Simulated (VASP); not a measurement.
# PbS (R3m) in VASP: a series of runs, part 2 of 2

VASP 6.6.1. The steps go on from the part before.

## (5) Single point, PBEsol (strained and its atoms moved)

Input file INCAR:

```
SYSTEM = PbS
  ALGO = Normal
  EDIFF = 1E-6
  ENCUT = 520
  GGA = PS
  ISIF = 2
  ISMEAR = 0
  LASPH = .TRUE.
  LCHARG = .FALSE.
  LREAL = .FALSE.
  LWAVE = .FALSE.
  NBANDS = 17
  NELM = 80
  PREC = Accurate
  SIGMA = 0.02
```

Input file KPOINTS:

```
k-points
0
G
  9 9 9
  0 0 0
```

Input file POSCAR:

```
PbS
1.0
    2.1508586294      1.2417988086      3.7214418727
   -2.1508586294      1.2417988086      3.7214418727
    0.0000000000     -2.4835976174      3.7214418727
Pb S
1 1
Direct
    0.9863596633      0.9863596633      0.9863596633
    0.4692416667      0.4692416667      0.4692416667
```

Potentials or basis: VASP PAW PBE potentials, release 64 (Pb_d, S).

Launch:

```sh
> cat potpaw_PBE.64/Pb_d/POTCAR potpaw_PBE.64/S/POTCAR > POTCAR
> mpirun -np 1 vasp_std > vasp.out
```

OUTCAR:

```text
SYSTEM = PbS
   EDIFF = 1E-6
   ENCUT = 520
   GGA = PS
   ISIF = 2
   ISMEAR = 0
   LASPH = .TRUE.
   LREAL = .FALSE.
   NELM = 80
   PREC = Accurate

 ion  position               nearest neighbor table
   1  0.986  0.986  0.986-   2 2.99   2 2.99   2 2.99   2 3.22   2 3.22   2 3.22
   2  0.469  0.469  0.469-   1 2.99   1 2.99   1 2.99   1 3.22   1 3.22   1 3.22

  LATTYP: Found a trigonal (rhomboedric) cell.
 ALAT       =     4.4740794290
 COS(alpha) =     0.5377825383

  Lattice vectors:

 A1 = (   2.1508586294,   1.2417988086,   3.7214418727)
 A2 = (  -2.1508586294,   1.2417988086,   3.7214418727)
 A3 = (   0.0000000000,  -2.4835976174,   3.7214418727)

Analysis of symmetry for initial positions (statically):
=====================================================================
 Subroutine PRICEL returns:
 Original cell was already a primitive cell.

 Routine SETGRP: Setting up the symmetry group for a
 trigonal (rhombohedral) supercell.

 Subroutine GETGRP returns: Found  6 space group operations
 (whereof  6 operations were pure point group operations)
 out of a pool of 12 trial point group operations.

The static configuration has the point symmetry C_3v.

Analysis of symmetry for dynamics (positions and initial velocities):
=====================================================================
 Subroutine PRICEL returns:
 Original cell was already a primitive cell.

 Routine SETGRP: Setting up the symmetry group for a
 trigonal (rhombohedral) supercell.

 Subroutine GETGRP returns: Found  6 space group operations
 (whereof  6 operations were pure point group operations)
 out of a pool of 12 trial point group operations.

The dynamic configuration has the point symmetry C_3v.

 Subroutine INISYM returns: Found  6 space group operations
[... 106 lines left out ...]
   TEBEG  =    0.0;   TEEND  =   0.0 temperature during run
   PSTRESS=    0.0 pullay stress
   NELECT =      20.0000    total number of electrons
   NUPDOWN=      -1.0000    fix difference up-down
   EMIN   =  10.00;   EMAX   =-10.00  energy-range for DOS
   EFERMI =   0.00;   METHOD = LEGACY
   ISMEAR =     0;   SIGMA  =   0.02  broadening in eV -4-tet -1-fermi 0-gaus
   EFERMI_NEDOS =   21; number of points for ismear=-14 and -15
   IALGO  =     38    algorithm
   IMIX   =      4    mixing-type and parameters
     AMIX     =   0.40;   BMIX     =  1.00
     AMIX_MAG =   1.60;   BMIX_MAG =  1.00
  volume/ion in A,a.u.               =      29.82       201.23
  Fermi-wavevector in a.u.,A,eV,Ry     =   1.137391  2.149357 17.601277  1.293657
  Thomas-Fermi vector in A             =   2.274096
   LORBIT       =      0    0 simple, 1 ext, 2 COOP (PROOUT), +10 PAW based schemes
   GGA     = PS    functional components
   LHFCALC =     F    Hartree Fock is set to
   AEXX    =    0.0000 exact exchange contribution
   IVDW    =     0    specifies the selected vdW correction
   LEPSILON=     F    determine dielectric tensor
   LRPA    =     F    only Hartree local field effects (RPA)
 non-spin polarized calculation
 Gauss-broadening in eV      SIGMA  =   0.02
  energy-cutoff  :      520.00
  volume of cell :       59.64
 maximum number of plane-waves:      1622
 NGX is ok and might be reduce to    36
   NGX = 17   NGY = 17   NGZ = 17

 number of electron      20.0000000 magnetization

 Free energy of the ion-electron system (eV)
  ---------------------------------------------------
  ext. energy  EPLUGINS =         0.00000000
  ---------------------------------------------------
  free energy    TOTEN  =        -9.27156592 eV

  energy without entropy =       -9.27156592  energy(sigma->0) =       -9.27156592

 E-fermi :   4.0222     XC(G=0):  -9.2690

 val. band max:        3.8676492394   @ k =   0.4444   0.4444   0.4444
 cond. band min:       4.7131160423   @ k =   0.4444   0.0000   0.0000
 fundamental gap:      0.8454668029
 Fermi energy:         4.0221750977

 k-point     1 :       0.0000    0.0000    0.0000
  band No.  band energies     occupation
      1     -12.5191      2.00000
      2     -12.5191      2.00000
      3     -12.5099      2.00000
      4     -12.4939      2.00000
      5     -12.4939      2.00000
      6      -8.4816      2.00000
[... 457 lines left out ...]
      4     -12.4780      2.00000
      5     -12.4723      2.00000
      6      -7.3074      2.00000
[... 9 lines left out ...]
     16      15.0670      0.00000
     17      16.0533      0.00000

 [... further k-points ...]
[... 5 lines left out ...]
  --------------------------------------------------------------------------------------
  -------------------------------------------------------------------------------------
  Total       -2.0556667     -2.0556667     -2.7302747     -0.0000000      0.0000000      0.0000000
  in kB      -55.2252499    -55.2252499    -73.3485163     -0.0000000      0.0000000      0.0000000
  external PRESSURE =     -61.2663387 kB  Pullay stress =       0.0000000 kB

 VOLUME and BASIS-vectors are now :
 -----------------------------------------------------------------------------
  energy-cutoff  :      520.00
  volume of cell :       59.64
      direct lattice vectors                 reciprocal lattice vectors
     2.150858629  1.241798809  3.721441873     0.232465302  0.134213904  0.089571017
    -2.150858629  1.241798809  3.721441873    -0.232465302  0.134213904  0.089571017
     0.000000000 -2.483597617  3.721441873     0.000000000 -0.268427809  0.089571017

 POSITION                                       TOTAL-FORCE (eV/Angst)
 -----------------------------------------------------------------------------------
      0.00000     -0.00000     11.01204         0.000000     -0.000000      0.178376
      0.00000     -0.00000      5.23877         0.000000      0.000000     -0.178376
 -----------------------------------------------------------------------------------
    total drift:                                0.000000      0.000000      0.000069

  FREE ENERGIE OF THE ION-ELECTRON SYSTEM (eV)
  ---------------------------------------------------
  free  energy   TOTEN  =        -9.2715659190 eV

  energy  without entropy=       -9.2715659190  energy(sigma->0) =       -9.27156592
```

OSZICAR:

```text
N       E                     dE             d eps       ncg     rms          rms(c)
DAV:   1     0.154323835362E+03    0.15432E+03   -0.94272E+03  2890   0.122E+03
DAV:   2     0.331624046679E+01   -0.15101E+03   -0.14505E+03  3027   0.307E+02
DAV:   3    -0.943318051225E+01   -0.12749E+02   -0.12649E+02  3701   0.924E+01
DAV:   4    -0.977629413359E+01   -0.34311E+00   -0.34272E+00  3743   0.168E+01
DAV:   5    -0.978843140973E+01   -0.12137E-01   -0.12136E-01  4289   0.314E+00    0.367E+00
DAV:   6    -0.927376625166E+01    0.51467E+00   -0.16335E+00  4339   0.781E+00    0.243E+00
DAV:   7    -0.927271379900E+01    0.10525E-02   -0.11864E-01  3363   0.168E+00    0.144E+00
DAV:   8    -0.927199442138E+01    0.71938E-03   -0.16600E-02  3534   0.113E+00    0.340E-01
DAV:   9    -0.927140772957E+01    0.58669E-03   -0.35783E-03  4170   0.377E-01    0.122E-01
DAV:  10    -0.927156832765E+01   -0.16060E-03   -0.35172E-04  3335   0.127E-01    0.550E-02
DAV:  11    -0.927156557300E+01    0.27547E-05   -0.21910E-05  4078   0.335E-02    0.795E-03
DAV:  12    -0.927156591898E+01   -0.34598E-06   -0.28356E-06  3420   0.103E-02
   1 F= -.92715659E+01 E0= -.92715659E+01  d E =-.367525E-30
```

stdout:

```text
POSCAR found type information on POSCAR PbS
 POSCAR found :  2 types and       2 ions
 scaLAPACK will be used
 -----------------------------------------------------------------------------
|                                                                             |
|                                                                             |
|     You enforced a specific xc type in the INCAR file but a different       |
|     I HOPE YOU KNOW WHAT YOU ARE DOING!                                     |
|                                                                             |
 -----------------------------------------------------------------------------

 LDA part: xc-table for (Slater+PW92), standard interpolation
 POSCAR, INCAR and KPOINTS ok, starting setup
 FFT: planning ... GRIDC
 FFT: planning ... GRID_SOFT
 FFT: planning ... GRID
 WAVECAR not read
 entering main loop
```

Run time: 73 s. Hardware: 1 thread of Intel Xeon Platinum 8375C at 2.90GHz (Ice Lake), shared host; peak memory 0.25 GiB.

What came out:

```yaml
Free_energy: -9.2716 eV
Pressure: -6.1 GPa
Largest_force: 0.178 eV/Å
```

Forces on the atoms (eV/Å):
```
Pb   0.000  0.000  0.178
S    0.000  0.000 -0.178
```

Stress tensor (GPa, compression positive):
```
-5.52  0.00  0.00
 0.00 -5.52  0.00
 0.00  0.00 -7.33
```

Caveat: the cell differs from its parent crystal (strained and its atoms moved); this odd mesh misses L, where the gap lies, so gap, dielectric constants and Born charges aren't listed; the PAW data sets were made with another functional, which shifts forces and pressure a little; spin-orbit coupling is left out, which moves the levels of the heavy elements.

## (6) Overview

| cell | pressure (GPa) | largest force (eV/Å) |
| --- | --- | --- |
| a = 4.049 Å, angles 61.4°, 2 atoms | 5.1 | 0.45 |
| a = 4.140 Å, angles 61.3°, 2 atoms | 3.9 | 1.06 |
| a = 4.485 Å, angles 56.2°, 2 atoms | -4.8 | 0.17 |
| a = 4.474 Å, angles 57.5°, 2 atoms | -6.1 | 0.18 |

Alike in all rows: task single point; level PBEsol; potentials or basis VASP PAW PBE potentials, release 64 (Pb_d, S); no spin polarisation; k mesh 9 × 9 × 9; cutoff (eV) 520; smearing gaussian 0.02 eV.

Caveats: the PAW data sets were made with another functional, which shifts forces and pressure a little; spin-orbit coupling is left out, which moves the levels of the heavy elements.

Total energies depend on the potentials used, so only differences within one code and one set of settings carry meaning.
